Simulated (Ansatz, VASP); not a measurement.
# Os: VASP beside Ansatz

```
Os
1.0
    -1.52386    1.52386    1.52386
     1.52386   -1.52386    1.52386
     1.52386    1.52386   -1.52386
Os
1
Direct
  0.00000 0.00000 0.00000
```

Alike in both runs: functional LDA; k mesh 14 × 14 × 14; occupations fermi-dirac, width 0.1 eV; no spin polarisation.

Ansatz relaxed the structure, and its values are those at the end. VASP's run is a single point on that final structure, the one shown.

|  | VASP | Ansatz |
| --- | --- | --- |
| version | VASP 6.6.1 | Ansatz 0.2.0 |
| potentials or method | VASP PAW LDA potentials, release 64 (Os), cutoff 520 eV | plane waves (420 eV) with PAW, scalar-relativistic |
| valence electrons in the cell | 8 | 16 |

|  | VASP | Ansatz | Ansatz less VASP |
| --- | --- | --- | --- |
| pressure (GPa) | 1.1 | 0.0 | -1.11 |

Ansatz warns that its potentials were made for another functional, while VASP's fit it. LDA's correlation is that of Perdew and Zunger in VASP and of Perdew and Wang (1992) in Ansatz. VASP's potentials hold 8 valence electrons a cell and Ansatz's 16, so a difference there can come from the potentials and not from the codes.

Spin-orbit coupling is off throughout.
